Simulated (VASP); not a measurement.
Crystal: NaH.

```xyz
4
Lattice="-1.6512 1.6512 4.9846 1.6512 -1.6512 4.9846 1.6512 1.6512 -4.9846" Properties=species:S:1:pos:R:3 pbc="T T T"
Na    0.0000    0.0000    8.8180
Na    0.0000    0.0000    1.1513
H     0.0000    0.0000    6.8604
H     0.0000    0.0000    3.1089
```

```yaml
Program: VASP 6.6.1
Task: relaxation of cell and atoms
Functional: PBEsol
Potentials_or_basis: VASP PAW PBE potentials, release 64 (Na_pv, H)
Cutoff: 600 eV
k_mesh: 10 × 10 × 10
Occupations: fermi-dirac, width 0.03 eV
Spin: no spin polarisation
```

At the start: pressure 2.9 GPa; volume 13.59 Å³/atom.

Task: How do energy, volume and symmetry change on relaxing?

Result: Over 17 steps the energy falls by 359.1 meV/atom and the volume is 17.15 Å³/atom (+26.2 %); space group I4/mmm (No. 139, to 0.1 Å) before and after.

Step by step:
| step | energy change (eV) | largest force (eV/Å) | pressure (GPa) | volume (Å³) |
| --- | --- | --- | --- | --- |
| 1 | 0.0000 | 1.5238 | 2.88 | 54.36 |
| 2 | -0.5230 | 1.1583 | 1.67 | 56.26 |
| 3 | -1.2648 | 0.4963 | 0.81 | 60.81 |
| 4 | -0.9150 | 0.8287 | 1.32 | 68.78 |
| 5 | -1.4105 | 0.0973 | 1.12 | 63.68 |
| 6 | -1.4147 | 0.0380 | 1.16 | 63.27 |
| 7 | -1.4149 | 0.0582 | 1.11 | 63.11 |
| 8 | -1.4265 | 0.0653 | 0.38 | 64.95 |
| 9 | -1.4288 | 0.0701 | -0.01 | 66.10 |
| 10 | -1.4288 | 0.0707 | -0.03 | 66.24 |
| 11 | -1.4288 | 0.0712 | -0.06 | 66.33 |
| 12 | -1.4300 | 0.0537 | -0.05 | 66.40 |
| 13 | -1.4317 | 0.0381 | 0.03 | 66.53 |
| 14 | -1.4325 | 0.0413 | 0.15 | 66.80 |
| 15 | -1.4326 | 0.0383 | 0.10 | 66.72 |
| 16 | -1.4341 | 0.0297 | 0.10 | 67.19 |
| 17 | -1.4365 | 0.0055 | 0.02 | 68.59 |

Final structure:
```
CELL_PARAMETERS angstrom
-1.63767 1.63767 6.39338
1.63767 -1.63767 6.39338
1.63767 1.63767 -6.39338
ATOMIC_POSITIONS crystal
Na 0.84390 0.84390 0.00000
Na 0.15610 0.15610 0.00000
H 0.65539 0.65539 0.00000
H 0.34461 0.34461 0.00000
```

Caveat: the volume moved by over 15 % at a fixed basis, so the end points are rough; the PAW data sets were made with another functional, which shifts forces and pressure a little.
